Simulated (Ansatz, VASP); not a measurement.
## Sn in VASP and in Ansatz

```
CELL_PARAMETERS angstrom
3.41429 0.00000 0.00000
-1.70714 2.95686 0.00000
0.00000 0.00000 11.27228
ATOMIC_POSITIONS crystal
Sn 0.00000 0.00000 0.00000
Sn 0.00000 0.00000 0.50000
Sn 0.33333 0.66667 0.25000
Sn 0.66667 0.33333 0.75000
```

Alike in both runs: functional revPBE; k mesh 11 × 11 × 3; occupations fermi-dirac, width 0.1 eV; no spin polarisation.

Ansatz relaxed the structure, and its values are those at the end. VASP's run is a single point on that final structure, the one shown.

|  | VASP | Ansatz |
| --- | --- | --- |
| version | VASP 6.6.1 | Ansatz 0.2.0 |
| potentials or method | VASP PAW PBE potentials, release 64 (Sn_d), cutoff 520 eV | plane waves (420 eV) with PAW, scalar-relativistic |
| valence electrons in the cell | 56 | 56 |

Ansatz gave:

| Item | Value |
| --- | --- |
| pressure (GPa) | 0.0 |

Which values does VASP return?

Pressure (GPa): -0.1.

VASP's potentials were made for PBE, not for revPBE. The functional is the same, so the differences come from potentials, cutoffs and numerics.
